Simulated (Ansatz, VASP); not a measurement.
**AlN: VASP beside Ansatz**

```
CELL_PARAMETERS angstrom
3.31212 0.00000 0.00000
-1.65606 2.86838 0.00000
0.00000 0.00000 4.18756
ATOMIC_POSITIONS crystal
Al 0.66667 0.33333 0.25000
Al 0.33333 0.66667 0.75000
N 0.66667 0.33333 0.75000
N 0.33333 0.66667 0.25000
```

Alike in both runs: task single point; functional LDA; k mesh 9 × 9 × 7; occupations fermi-dirac, width 0.05 eV; no spin polarisation.

|  | VASP | Ansatz |
| --- | --- | --- |
| version | VASP 6.6.1 | Ansatz 0.2.0 |
| potentials or method | VASP PAW LDA potentials, release 64 (Al, N), cutoff 520 eV | all-electron LAPW, scalar-relativistic |

Ansatz gave:

| Item | Value |
| --- | --- |
| gap on the k mesh at the Fermi level (eV) | 3.28 |
| least direct gap on the mesh (eV) | 3.28 |
| pressure (GPa) | -8.6 |
| traceless stress, the component that is largest in VASP (GPa) | -0.13 |

Problem. Estimate VASP's values.

Solution. gap on the k mesh at the Fermi level (eV): 3.28; least direct gap on the mesh (eV): 3.28; pressure (GPa): -8.2; traceless stress, the component that is largest in VASP (GPa): -0.32.

LDA's correlation is that of Perdew and Zunger in VASP and of Perdew and Wang (1992) in Ansatz. Ansatz ran all-electron here, and VASP with PAW potentials.
